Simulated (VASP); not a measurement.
## ZrO2: relaxation of the atoms with PBE

ZrO2:

```
Zr O
1.0
     3.59610    0.00000    0.00000
     0.00000    3.59610    0.00000
     0.00000    0.00000    5.17700
Zr O
2 4
Direct
  0.00000 0.00000 0.00000
  0.50000 0.50000 0.50000
  0.00000 0.50000 0.20300
  0.00000 0.50000 0.70300
  0.50000 0.00000 0.29700
  0.50000 0.00000 0.79700
```

```
Program                : VASP 6.6.1
Task                   : relaxation of the atoms
Functional             : PBE
Potentials or basis    : VASP PAW PBE potentials, release 64 (Zr_sv, O)
Cutoff                 : 520 eV
k mesh                 : 8 × 8 × 6
Occupations            : fermi-dirac, width 0.02 eV
Spin                   : no spin polarisation
Dipole correction      : no
Further INCAR settings : ALGO = Normal; EDIFF = 1e-07; IBRION = 2; EDIFFG = -0.02; NSW = 80
```

```json
{"Energy gained by relaxing": "0.0 meV/atom", "Ionic steps": "2", "Pressure after relaxing": "5.7 GPa", "Largest force after relaxing": "0.019 eV/Å", "Band gap on the k mesh": "4.01 eV (least direct gap 4.12 eV)"}
```

Forces on the atoms (eV/Å):
```
Zr   0.000  0.000  0.000
Zr   0.000  0.000  0.000
O    0.000  0.000 -0.019
O    0.000  0.000 -0.019
O    0.000  0.000  0.019
O    0.000  0.000  0.019
```

Stress tensor (GPa, compression positive):
```
5.39 0.00 0.00
0.00 5.39 0.00
0.00 0.00 6.29
```

Step by step:
| step | energy change (eV) | largest force (eV/Å) | pressure (GPa) |
| --- | --- | --- | --- |
| 1 | 0.0000 | 0.0249 | 5.64 |
| 2 | -0.0001 | 0.0193 | 5.69 |

Final structure:
```xyz
6
Lattice="3.5961 0.0000 0.0000 0.0000 3.5961 0.0000 0.0000 0.0000 5.1770" Properties=species:S:1:pos:R:3 pbc="T T T"
Zr    0.0000    0.0000    0.0000
Zr    1.7980    1.7980    2.5885
O     0.0000    1.7980    1.0497
O     0.0000    1.7980    3.6382
O     1.7980    0.0000    1.5388
O     1.7980    3.5961    4.1273
```

Levels at points of the mesh, in eV from the valence-band top:
| k point | band 22 | band 23 | band 24 | band 25 | band 26 | band 27 |
| --- | --- | --- | --- | --- | --- | --- |
| (0.00, 0.00, 0.00) | -0.12 | -0.12 | -0.11 | 4.01 | 4.54 | 5.13 |
| (0.50, 0.00, 0.00) | -1.44 | -0.11 | -0.11 | 4.44 | 4.44 | 5.38 |
| (0.50, 0.50, 0.00) | -0.85 | -0.30 | -0.30 | 5.13 | 5.13 | 5.34 |
| (0.00, 0.00, 0.50) | -0.50 | -0.03 | -0.03 | 4.58 | 4.58 | 5.16 |
| (0.50, 0.00, 0.50) | -1.28 | -0.90 | -0.90 | 4.56 | 4.56 | 4.82 |
| (0.50, 0.50, 0.50) | -1.39 | -0.04 | -0.04 | 5.17 | 5.17 | 5.59 |

It took 63 s on 1 thread of Intel(R) Xeon(R) 6975P-C (Granite Rapids) (shared host), peak memory 0.23 GiB.

A k mesh can miss the band edges.
